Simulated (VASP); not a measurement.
# TiC (WC type) (P-6m2) in VASP: relaxation of cell and atoms with PBE

Aim: the relaxation of cell and atoms of TiC (WC type) with PBE.

Program: VASP 6.6.1. These are calculated values, not measurements. Logs are shortened: lines on timing, memory, paths and dates and some standing lists are left out, and cuts for length are marked.

## Step 1: The cell of the first run

The structure is hexagonal, space group P-6m2 (No. 187). The conventional cell has a = 2.449 Å, b = 2.449 Å, c = 2.438 Å, α = 90.00°, β = 90.00°, γ = 120.00°. Ti (site symmetry -6m2) has 6 C at 1.87 Å and 8 Ti at 2.44 to 2.45 Å within 2.5 Å. Within 2.5 Å of C (site symmetry -6m2) lie 6 Ti at 1.87 Å and 8 C at 2.44 to 2.45 Å.

## Step 2: Relaxation of cell and atoms, PBE, target pressure 300 GPa, at which the enthalpy is minimised

INCAR reads:

```
PREC     = Accurate       # precision mode
ENCUT    = 600            # plane-wave cutoff, eV
EDIFF    = 1E-6           # SCF threshold, eV
ISMEAR   = -1             # smearing method
SIGMA    = 0.05           # smearing width, eV
LREAL    = F              # projectors in reciprocal space
LASPH    = T              # aspherical terms in the spheres
NELM     = 80             # most SCF steps
ALGO     = Normal         # electronic algorithm
ISIF     = 3              # what is computed and relaxed
LWAVE    = F              # write WAVECAR
LCHARG   = F              # write CHGCAR
GGA      = PE             # functional
IBRION   = 2              # ionic algorithm
NSW      = 32             # ionic steps
EDIFFG   = -0.005         # ionic threshold
PSTRESS  = 3000.0
```

KPOINTS reads:

```
regular mesh
0
Gamma
  18 18 16
```

POSCAR reads:

```
TiC
1.0
    2.4491422062      0.0000000000      0.0000000000
   -1.2245711031      2.1210193681      0.0000000000
    0.0000000000      0.0000000000      2.4380280615
Ti C
1 1
Direct
    0.0000000000      0.0000000000      0.0000000000
    0.3333333333      0.6666666667      0.5000000000
```

Potentials or basis: VASP PAW PBE potentials, release 64 (Ti_sv, C).

On the command line:

```bash
> cat potpaw_PBE.64/Ti_sv/POTCAR potpaw_PBE.64/C/POTCAR > POTCAR
> mpirun -np 1 vasp_std > vasp.out
```

OUTCAR:

```text
PREC = Accurate
   ENCUT = 600
   EDIFF = 1E-6
   ISMEAR = -1
   LREAL = F
   LASPH = T
   NELM = 80
   ISIF = 3
   GGA = PE
   IBRION = 2
   NSW = 32
   EDIFFG = -0.005
   PSTRESS = 3000.0

 ion  position               nearest neighbor table
   1  0.000  0.000  0.000-   2 1.87   2 1.87   2 1.87   2 1.87   2 1.87   2 1.87
   2  0.333  0.667  0.500-   1 1.87   1 1.87   1 1.87   1 1.87   1 1.87   1 1.87

  LATTYP: Found a hexagonal cell.
 ALAT       =     2.4491422062
 C/A-ratio  =     0.9954620256

  Lattice vectors:

 A1 = (   2.4491422062,   0.0000000000,   0.0000000000)
 A2 = (  -1.2245711031,   2.1210193681,   0.0000000000)
 A3 = (   0.0000000000,   0.0000000000,   2.4380280615)

Analysis of symmetry for initial positions (statically):
=====================================================================
 Subroutine PRICEL returns:
 Original cell was already a primitive cell.

 Routine SETGRP: Setting up the symmetry group for a
 hexagonal supercell.

 Subroutine GETGRP returns: Found 12 space group operations
 (whereof 12 operations were pure point group operations)
 out of a pool of 24 trial point group operations.

The static configuration has the point symmetry D_3h.

Analysis of symmetry for dynamics (positions and initial velocities):
=====================================================================
 Subroutine PRICEL returns:
 Original cell was already a primitive cell.

 Routine SETGRP: Setting up the symmetry group for a
 hexagonal supercell.

 Subroutine GETGRP returns: Found 12 space group operations
 (whereof 12 operations were pure point group operations)
 out of a pool of 24 trial point group operations.

The dynamic configuration has the point symmetry D_3h.

 Subroutine INISYM returns: Found 12 space group operations
 (whereof 12 operations are pure point group operations),
 and found     1 'primitive' translations

----------------------------------------------------------------------------------------

                                     Primitive cell

  volume of cell :      12.6648

  direct lattice vectors                    reciprocal lattice vectors
     2.449142206  0.000000000  0.000000000     0.408306221  0.235735707  0.000000000
    -1.224571103  2.121019368  0.000000000     0.000000000  0.471471414  0.000000000
     0.000000000  0.000000000  2.438028061     0.000000000  0.000000000  0.410167551

  length of vectors
[... 93 lines left out ...]
   NELECT =      16.0000    total number of electrons
   NUPDOWN=      -1.0000    fix difference up-down
   EMIN   =  10.00;   EMAX   =-10.00  energy-range for DOS
   EFERMI =   0.00;   METHOD = LEGACY
   ISMEAR =    -1;   SIGMA  =   0.05  broadening in eV -4-tet -1-fermi 0-gaus
   EFERMI_NEDOS =   21; number of points for ismear=-14 and -15
   IALGO  =     38    algorithm
   IMIX   =      4    mixing-type and parameters
     AMIX     =   0.40;   BMIX     =  1.00
     AMIX_MAG =   1.60;   BMIX_MAG =  1.00
  volume/ion in A,a.u.               =       6.33        42.73
  Fermi-wavevector in a.u.,A,eV,Ry     =   1.769765  3.344372 42.614396  3.132070
  Thomas-Fermi vector in A             =   2.836689
   LORBIT       =      0    0 simple, 1 ext, 2 COOP (PROOUT), +10 PAW based schemes
   GGA     = PE    functional components
   LHFCALC =     F    Hartree Fock is set to
   AEXX    =    0.0000 exact exchange contribution
   IVDW    =     0    specifies the selected vdW correction
   LEPSILON=     F    determine dielectric tensor
   LRPA    =     F    only Hartree local field effects (RPA)
 conjugate gradient relaxation of ions
 non-spin polarized calculation
  energy-cutoff  :      600.00
  volume of cell :       12.66
 maximum number of plane-waves:       438
 NGX is ok and might be reduce to    20
   NGX =  9   NGY =  9   NGZ =  9

--------------------------------------- Ionic step        1  -------------------------------------------

 number of electron      15.9999999 magnetization

 Free energy of the ion-electron system (eV)
  ---------------------------------------------------
  ext. energy  EPLUGINS =         0.00000000
  ---------------------------------------------------
  free energy    TOTEN  =       -11.78505987 eV

  energy without entropy =      -11.78206901  energy(sigma->0) =      -11.78356444

------------------------ aborting loop because EDIFF is reached ----------------------------------------

  FORCE on cell =-STRESS in cart. coord.  units (eV):
  Direction    XX          YY          ZZ          XY          YZ          ZX
  --------------------------------------------------------------------------------------
  -------------------------------------------------------------------------------------
  Total       23.5404619     23.5404619     23.4783278      0.0000000      0.0000000      0.0000000
  in kB     2978.0242167   2978.0242169   2970.1638427      0.0000000      0.0000000      0.0000000
  external PRESSURE =     -24.5959079 kB  Pullay stress =    3000.0000000 kB
[... 63 lines left out ...]
--------------------------------------- Ionic step        3  -------------------------------------------

 number of electron      15.9999999 magnetization

 Free energy of the ion-electron system (eV)
  ---------------------------------------------------
  ext. energy  EPLUGINS =         0.00000000
  ---------------------------------------------------
  free energy    TOTEN  =       -11.73164983 eV

  energy without entropy =      -11.72866164  energy(sigma->0) =      -11.73015574

 E-fermi :  15.8802     XC(G=0): -15.2847

 val. band max:       15.8633710933   @ k =   0.2778   0.2222   0.4375
 cond. band min:      15.8964080450   @ k =   0.0000   0.0000   0.5000
 fundamental gap:      0.0330369518
 Fermi energy:        15.8802018540

 k-point     1 :       0.0000    0.0000    0.0000
  band No.  band energies     occupation
      1     -39.7236      2.00000
      2     -14.9262      2.00000
      3     -14.7038      2.00000
      4     -14.7038      2.00000
      5       1.7061      2.00000
      6      13.2528      2.00000
      7      13.9722      2.00000
      8      13.9722      2.00000
      9      18.4843      0.00000
     10      21.7511      0.00000
     11      21.7511      0.00000
     12      25.3744      0.00000
[... 331 lines left out ...]
 k-point    24 :       0.3889    0.1111    0.0000
  band No.  band energies     occupation
      1     -39.0641      2.00000
      2     -17.4592      2.00000
      3     -15.5582      2.00000
      4     -14.4196      2.00000
      5       6.3152      2.00000
      6       9.9673      2.00000
      7      13.3208      2.00000
      8      13.8734      2.00000
      9      17.8008      0.00000
     10      20.1390      0.00000
     11      22.4585      0.00000
     12      24.0168      0.00000

 [... further k-points ...]
[... 5 lines left out ...]
  --------------------------------------------------------------------------------------
  -------------------------------------------------------------------------------------
  Total       23.6661274     23.6661274     23.6506531      0.0000000     -0.0000000      0.0000000
  in kB     3000.7102829   3000.7102831   2998.7482433      0.0000000     -0.0000000      0.0000000
  external PRESSURE =       0.0562698 kB  Pullay stress =    3000.0000000 kB
[... 21 lines left out ...]
  energy  without entropy=      -11.7286616444  energy(sigma->0) =      -11.73015574

  enthalpy is  TOTEN    =        11.9288757259 eV   P V=       23.6605255556

 reached required accuracy - stopping structural energy minimisation
```

CONTCAR:

```text
TiC
   1.00000000000000
     2.4474908126663113    0.0000000000000000    0.0000000000000000
    -1.2237454063331556    2.1195892193573083    0.0000000000000000
     0.0000000000000000    0.0000000000000000    2.4357961662776533
  Ti              C
     1     1
Direct
     0.0000000000000000    0.0000000000000000    0.0000000000000000
     0.3333333332999970    0.6666666667000030    0.5000000000000000

  0.00000000E+00  0.00000000E+00  0.00000000E+00
  0.00000000E+00  0.00000000E+00  0.00000000E+00
```

Run time: 92 s. Hardware: 1 thread of Intel Xeon Platinum 8259CL at 2.50GHz (Skylake/Cascade Lake), shared host; peak memory 0.19 GiB.

Results:

```yaml
Free_energy: -11.7316 eV
Relaxed_volume: 6.32 Å³/atom
Relaxed_cell: a = 2.447 Å, b = 2.447 Å, c = 2.436 Å, α = 90.00°, β = 90.00°, γ = 120.00°
Space_group_after_relaxing_to_0.05_Å: P-6m2 (No. 187)
Energy_change_on_relaxing_the_enthalpy_is_what_falls: +26.7 meV/atom
Ionic_steps: 3
Pressure_after_relaxing: 300.0 GPa
Band_gap_on_the_k_mesh: zero (band 8 reaches 16.74 eV, above the bottom of band 9 at 15.45 eV)
```

The path:
```csv
step,energy change (eV),largest force (eV/Å),pressure (GPa),volume (Å³)
1,0.0000,0.0000,297.54,12.66
2,0.3380,0.0000,313.17,12.49
3,0.0534,0.0000,300.01,12.64
```

Final structure:
```
CELL_PARAMETERS angstrom
2.44749 0.00000 0.00000
-1.22375 2.11959 0.00000
0.00000 0.00000 2.43580
ATOMIC_POSITIONS crystal
Ti 0.00000 0.00000 0.00000
C 0.33333 0.66667 0.50000
```

Levels at points of the mesh, in eV from the Fermi level:
| k point | band 4 | band 5 | band 6 | band 7 | band 8 | band 9 | band 10 | band 11 | band 12 |
| --- | --- | --- | --- | --- | --- | --- | --- | --- | --- |
| (0.00, 0.00, 0.00) | -30.58 | -14.17 | -2.63 | -1.91 | -1.91 | 2.60 | 5.87 | 5.87 | 9.49 |
| (0.50, 0.00, 0.00) | -30.30 | -9.75 | -6.06 | -2.71 | -1.92 | 1.95 | 4.88 | 7.10 | 8.47 |
| (0.00, 0.00, 0.50) | -30.36 | -8.71 | -7.13 | 0.02 | 0.02 | 1.58 | 1.58 | 6.48 | 7.68 |
| (0.50, 0.00, 0.50) | -30.91 | -11.47 | -5.62 | -3.33 | -2.80 | 3.66 | 6.93 | 7.87 | 11.63 |

Caveat: the cell is relaxed towards a set pressure, so the enthalpy falls and the energy may rise.
